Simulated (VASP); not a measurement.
Wanted: the native input for a VASP 6.6.1 run.

```yaml
Task: single point
Functional: HSE06
Potentials_or_basis: VASP PAW PBE potentials, release 64 (Zn, S)
Cutoff: 520 eV
k_mesh: 6 × 6 × 6
Occupations: gaussian, width 0.01 eV
Spin: no spin polarisation
Dipole_correction: no
Grid_for_exact_exchange_PRECFOCK: Normal
Further_INCAR_settings: ALGO = Normal; EDIFF = 1e-06; NBANDS = 16
Share_of_exact_exchange: 0.25
Screening_parameter: 0.2079 1/Å
```

Crystal: ZnS.

```
CELL_PARAMETERS angstrom
0.00000 2.69409 2.77491
2.69409 0.00000 2.77491
2.69409 2.69409 0.00000
ATOMIC_POSITIONS crystal
Zn 0.00000 0.00000 0.00000
S 0.25000 0.25000 0.25000
```

This cell differs from its parent crystal: uniaxial z strain +3.0%.

The input as run:

POSCAR

```
ZnS
1.0
    0.0000000000      2.6940858315      2.7749084065
    2.6940858315      0.0000000000      2.7749084065
    2.6940858315      2.6940858315      0.0000000000
Zn S
1 1
Direct
    0.0000000000      0.0000000000      0.0000000000
    0.2500000000      0.2500000000      0.2500000000
```

INCAR.step1

```
SYSTEM = ZnS
ALGO = Normal
EDIFF = 1E-5
ENCUT = 520
GGA = PE
ISIF = 2
ISMEAR = 0
LASPH = .True.
LCHARG = .False.
LREAL = .False.
LWAVE = .True.
NBANDS = 16
NELM = 60
PREC = Accurate
SIGMA = 0.01
```

INCAR.step2

```
SYSTEM = ZnS
ALGO = Normal
EDIFF = 1E-6
ENCUT = 520
GGA = PE
HFSCREEN = 0.2079
ISIF = 2
ISMEAR = 0
ISTART = 1
LASPH = .True.
LCHARG = .False.
LHFCALC = .True.
LREAL = .False.
LWAVE = .False.
NBANDS = 16
NELM = 60
PREC = Accurate
PRECFOCK = Normal
SIGMA = 0.01
```

KPOINTS

```
k-points
0
Gamma
  6 6 6
  0 0 0
```

Potentials or basis: VASP PAW PBE potentials, release 64 (Zn, S).

Run with:

```sh
$ cat potpaw_PBE.64/Zn/POTCAR potpaw_PBE.64/S/POTCAR > POTCAR
$ cp INCAR.step1 INCAR
$ mpirun -np 1 vasp_std > vasp.out
$ cp INCAR.step2 INCAR
$ mpirun -np 1 vasp_std > vasp.out
```

It gave:

```
Pressure               : -0.7 GPa
Band gap on the k mesh : 3.19 eV
```

Caveat: the cell differs from its parent crystal (uniaxial z strain +3.0%); the PAW data sets were made with another functional, which shifts forces and pressure a little.

Run time: 92 min on 1 thread of Oxide Virtual Turin-like Processor, with other jobs on the host, peak memory 0.26 GiB.
